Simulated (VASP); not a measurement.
# Ge (Fd-3m) in VASP: phonons with r2SCAN

Aim: the phonons of Ge with r2SCAN.

Program: VASP 6.6.1. These are calculated values, not measurements. Logs are shortened: lines on timing, memory, paths and dates and some standing lists are left out, and cuts for length are marked.

## (1) The cell of the first run

It takes space group Fd-3m (No. 227, cubic). The conventional cell has a = 5.658 Å, b = 5.658 Å, c = 5.658 Å, α = 90.00°, β = 90.00°, γ = 90.00°. Within 3.2 Å of Ge (site symmetry -43m) lie 4 Ge at 2.45 Å.

## (2) Phonons, r2SCAN

Contents of INCAR:

```
  PREC = Accurate
  ENCUT = 520
  EDIFF = 1E-8
  ISMEAR = 0
  SIGMA = 0.01
  LREAL = F
  LASPH = T
  NELM = 60
  ALGO = Normal
  ISIF = 2
  LWAVE = F
  LCHARG = T
  METAGGA = R2SCAN
  LMIXTAU = T
  NBANDS = 21
  IBRION = 6
  NFREE = 2
  POTIM = 0.015
  NSW = 1
```

Contents of KPOINTS:

```
regular mesh
0
Gamma
  12 12 12
```

Contents of POSCAR:

```
Ge
1.0
    0.0000000000      2.8290000000      2.8290000000
    2.8290000000      0.0000000000      2.8290000000
    2.8290000000      2.8290000000      0.0000000000
Ge
2
Direct
    0.0000000000      0.0000000000      0.0000000000
    0.2500000000      0.2500000000      0.2500000000
```

Potentials or basis: VASP PAW PBE potentials, release 64 (Ge_d).

Run with:

```console
$ cat potpaw_PBE.64/Ge_d/POTCAR > POTCAR
$ mpirun -np 1 vasp_std > vasp.out
```

OUTCAR:

```text
PREC = Accurate
   ENCUT = 520
   EDIFF = 1E-8
   ISMEAR = 0
   LREAL = F
   LASPH = T
   NELM = 60
   ISIF = 2
   METAGGA = R2SCAN
   IBRION = 6
   NFREE = 2
   POTIM = 0.015
   NSW = 1

 ion  position               nearest neighbor table
   1  0.000  0.000  0.000-   2 2.45   2 2.45   2 2.45   2 2.45
   2  0.250  0.250  0.250-   1 2.45   1 2.45   1 2.45   1 2.45

  LATTYP: Found a face centered cubic cell.
 ALAT       =     5.6580000000

  Lattice vectors:

 A1 = (   0.0000000000,   2.8290000000,   2.8290000000)
 A2 = (   2.8290000000,   0.0000000000,   2.8290000000)
 A3 = (   2.8290000000,   2.8290000000,   0.0000000000)

Analysis of symmetry for initial positions (statically):
=====================================================================
 Subroutine PRICEL returns:
 Original cell was already a primitive cell.

 Routine SETGRP: Setting up the symmetry group for a
 face centered cubic supercell.

 Subroutine GETGRP returns: Found 48 space group operations
 (whereof 24 operations were pure point group operations)
 out of a pool of 48 trial point group operations.

The static configuration has the point symmetry T_d .
 The point group associated with its full space group is O_h .

Analysis of symmetry for dynamics (positions and initial velocities):
=====================================================================
 Subroutine PRICEL returns:
 Original cell was already a primitive cell.

 Routine SETGRP: Setting up the symmetry group for a
 face centered cubic supercell.

 Subroutine GETGRP returns: Found 48 space group operations
 (whereof 24 operations were pure point group operations)
 out of a pool of 48 trial point group operations.

The dynamic configuration has the point symmetry T_d .
 The point group associated with its full space group is O_h .

 Subroutine INISYM returns: Found 48 space group operations
 (whereof 24 operations are pure point group operations),
 and found     1 'primitive' translations

----------------------------------------------------------------------------------------

                                     Primitive cell

  volume of cell :      45.2823

  direct lattice vectors                    reciprocal lattice vectors
     0.000000000  2.829000000  2.829000000    -0.176740898  0.176740898  0.176740898
     2.829000000  0.000000000  2.829000000     0.176740898 -0.176740898  0.176740898
     2.829000000  2.829000000  0.000000000     0.176740898  0.176740898 -0.176740898

  length of vectors
     4.000810168  4.000810168  4.000810168     0.306124215  0.306124215  0.306124215

  position of ions in fractional coordinates (direct lattice)
     0.000000000  0.000000000  0.000000000
     0.250000000  0.250000000  0.250000000

  ion indices of the primitive-cell ions
   primitive index   ion index
                 1           1
                 2           2

----------------------------------------------------------------------------------------

 KPOINTS: regular mesh

Automatic generation of k-mesh.
 Grid dimensions read from file:
 generate k-points for:   12   12   12

 Generating k-lattice:

  Cartesian coordinates                     Fractional coordinates (reciprocal lattice)
    -0.014728408  0.014728408  0.014728408     0.083333333  0.000000000  0.000000000
     0.014728408 -0.014728408  0.014728408     0.000000000  0.083333333  0.000000000
     0.014728408  0.014728408 -0.014728408     0.000000000  0.000000000  0.083333333

[... 46 lines left out ...]
 SYSTEM =  unknown system
   PREC   = accura    normal or accurate (medium, high low for compatibility)
   ISTART =      0    job   : 0-new  1-cont  2-samecut
   ICHARG =      2    charge: 1-file 2-atom 10-const
   ISPIN  =      1    spin polarized calculation?
   LNONCOLLINEAR =      F non collinear calculations
   LSORBIT =      F    spin-orbit coupling
   LASPH  =      T    aspherical Exc in radial PAW
   ENCUT  =  520.0 eV  38.22 Ry    6.18 a.u.   7.44  7.44  7.44*2*pi/ulx,y,z
   NELM   =     60;   NELMIN=  2; NELMDL= -5     # of ELM steps
   EDIFF  = 0.1E-07   stopping-criterion for ELM
   LREAL  =      F    real-space projection
   EDIFFG = 0.1E-06   stopping-criterion for IOM
   NSW    =     61    number of steps for IOM
   IBRION =      6    ionic relax: 0-MD 1-quasi-New 2-CG
   NFREE  =      2    steps in history (QN), initial steepest desc. (CG)
   ISIF   =      2    stress and relaxation
   ISYM   =      2    0-nonsym 1-usesym 2-fastsym
   POTIM  = 0.0150    time-step for ionic-motion
   TEBEG  =    0.0;   TEEND  =   0.0 temperature during run
   PSTRESS=    0.0 pullay stress
   NELECT =      28.0000    total number of electrons
   NUPDOWN=      -1.0000    fix difference up-down
   EMIN   =  10.00;   EMAX   =-10.00  energy-range for DOS
   EFERMI =   0.00;   METHOD = LEGACY
   ISMEAR =     0;   SIGMA  =   0.01  broadening in eV -4-tet -1-fermi 0-gaus
   EFERMI_NEDOS =   21; number of points for ismear=-14 and -15
   IALGO  =     38    algorithm
   IMIX   =      4    mixing-type and parameters
     AMIX     =   0.40;   BMIX     =  1.00
     AMIX_MAG =   1.60;   BMIX_MAG =  1.00
  volume/ion in A,a.u.               =      22.64       152.79
  Fermi-wavevector in a.u.,A,eV,Ry     =   1.394712  2.635624 26.466349  1.945222
  Thomas-Fermi vector in A             =   2.518235
   LORBIT       =      0    0 simple, 1 ext, 2 COOP (PROOUT), +10 PAW based schemes
   METAGGA = R2SCAN    functional components
   LHFCALC =     F    Hartree Fock is set to
   AEXX    =    0.0000 exact exchange contribution
   IVDW    =     0    specifies the selected vdW correction
   LEPSILON=     F    determine dielectric tensor
   LRPA    =     F    only Hartree local field effects (RPA)
 finite differences with symmetry
 non-spin polarized calculation
 Gauss-broadening in eV      SIGMA  =   0.01
  energy-cutoff  :      520.00
  volume of cell :       45.28
 maximum number of plane-waves:      1243
 NGX is ok and might be reduce to    30
   NGX = 15   NGY = 15   NGZ = 15

--------------------------------------- Ionic step        1  -------------------------------------------

 number of electron      28.0000022 magnetization

 Free energy of the ion-electron system (eV)
  ---------------------------------------------------
  ext. energy  EPLUGINS =         0.00000000
  ---------------------------------------------------
  free energy    TOTEN  =       -27.74329279 eV

  energy without entropy =      -27.74329279  energy(sigma->0) =      -27.74329279

------------------------ aborting loop because EDIFF is reached ----------------------------------------

  FORCE on cell =-STRESS in cart. coord.  units (eV):
  Direction    XX          YY          ZZ          XY          YZ          ZX
  --------------------------------------------------------------------------------------
  -------------------------------------------------------------------------------------
  Total        0.1975346      0.1975346      0.1975346      0.0000000      0.0000000      0.0000000
  in kB        6.9891589      6.9891589      6.9891589      0.0000000      0.0000000      0.0000000
  external PRESSURE =       6.9891589 kB  Pullay stress =       0.0000000 kB
[... 59 lines left out ...]
--------------------------------------- Ionic step        3  -------------------------------------------

 number of electron      28.0000019 magnetization

 Free energy of the ion-electron system (eV)
  ---------------------------------------------------
  ext. energy  EPLUGINS =         0.00000000
  ---------------------------------------------------
  free energy    TOTEN  =       -27.74195323 eV

  energy without entropy =      -27.74195323  energy(sigma->0) =      -27.74195323

 E-fermi :   4.9252     XC(G=0): -10.8192

 val. band max:        4.8740636980   @ k =   0.0000   0.0000   0.0000
 cond. band min:       5.2025700482   @ k =   0.0000   0.0000   0.0000
 fundamental gap:      0.3285063502
 Fermi energy:         4.9252380738

 k-point     1 :       0.0000    0.0000    0.0000
  band No.  band energies     occupation
      1     -20.6986      2.00000
      2     -20.6952      2.00000
      3     -20.6915      2.00000
      4     -20.6557      2.00000
      5     -20.6556      2.00000
      6     -20.4399      2.00000
[... 565 lines left out ...]
     20      15.0536      0.00000
     21      15.8117      0.00000

 [... further k-points ...]
[... 5 lines left out ...]
  --------------------------------------------------------------------------------------
  -------------------------------------------------------------------------------------
  Total        0.2007722      0.2011797      0.2011797      0.0000000     -0.1309541      0.0000000
  in kB        7.1037127      7.1181306      7.1181306      0.0000000     -4.6334103      0.0000000
  external PRESSURE =       7.1133246 kB  Pullay stress =       0.0000000 kB
[... 17 lines left out ...]
  FREE ENERGIE OF THE ION-ELECTRON SYSTEM (eV)
  ---------------------------------------------------
  free  energy   TOTEN  =       -27.7419532297 eV

  energy  without entropy=      -27.7419532297  energy(sigma->0) =      -27.74195323

 INTERNAL STRAIN TENSORS FROM DISPLACED ATOMS
 ============================================

 INTERNAL STRAIN TENSOR FOR ION    1 for displacements in x,y,z  (eV/Angst):
          X           Y           Z          XY          YZ          ZX
  --------------------------------------------------------------------------------
  x    -0.00000     0.00000     0.00000     0.00000     8.70910     0.00000
  y     0.00000    -0.00000     0.00000     0.00000     0.00000     8.70910
  z     0.00000     0.00000    -0.00000     8.70910     0.00000     0.00000

 INTERNAL STRAIN TENSOR FOR ION    2 for displacements in x,y,z  (eV/Angst):
          X           Y           Z          XY          YZ          ZX
  --------------------------------------------------------------------------------
  x     0.00000    -0.00000    -0.00000     0.00000    -8.70910     0.00000
  y    -0.00000     0.00000    -0.00000     0.00000     0.00000    -8.70910
  z    -0.00000    -0.00000     0.00000    -8.70910     0.00000     0.00000

 Eigenvectors and eigenvalues of the dynamical matrix
 ----------------------------------------------------

   1 f  =    8.956994 THz    56.278455 2PiTHz  298.773167 cm-1    37.043135 meV
             X         Y         Z           dx          dy          dz
      0.000000  0.000000  0.000000     0.000000   -0.707107    0.000000
      1.414500  1.414500  1.414500     0.000000    0.707107    0.000000
[... 21 lines left out ...]
   6 f  =    0.000000 THz     0.000000 2PiTHz    0.000000 cm-1     0.000000 meV
             X         Y         Z           dx          dy          dz
      0.000000  0.000000  0.000000     0.000000    0.000000    0.707107
      1.414500  1.414500  1.414500     0.000000    0.000000    0.707107

 ELASTIC MODULI CONTR FROM IONIC RELAXATION (kBar)
 Direction    XX          YY          ZZ          XY          YZ          ZX
 --------------------------------------------------------------------------------
 XX          -0.0000      0.0000      0.0000     -0.0000      0.0000     -0.0000
 YY           0.0000     -0.0000      0.0000     -0.0000     -0.0000      0.0000
 ZZ           0.0000      0.0000     -0.0000      0.0000     -0.0000     -0.0000
 XY          -0.0000     -0.0000      0.0000   -225.1848      0.0000      0.0000
 YZ           0.0000     -0.0000     -0.0000      0.0000   -225.1848      0.0000
 ZX          -0.0000      0.0000     -0.0000      0.0000      0.0000   -225.1848
 --------------------------------------------------------------------------------
```

Wall time 21 min (1 thread of Intel Xeon Platinum 8488C (Sapphire Rapids), shared host); peak memory 0.44 GiB.

What came out:

```yaml
Highest_phonon_frequency_at_Γ: 299 cm⁻¹
```

Phonon frequencies in cm⁻¹ (negative: imaginary):
| q point | frequencies |
| --- | --- |
| (0.000, 0.000, 0.000) | 0 0 0 299 299 299 |

Caveat: the PAW data sets were made with another functional, which shifts forces and pressure a little.
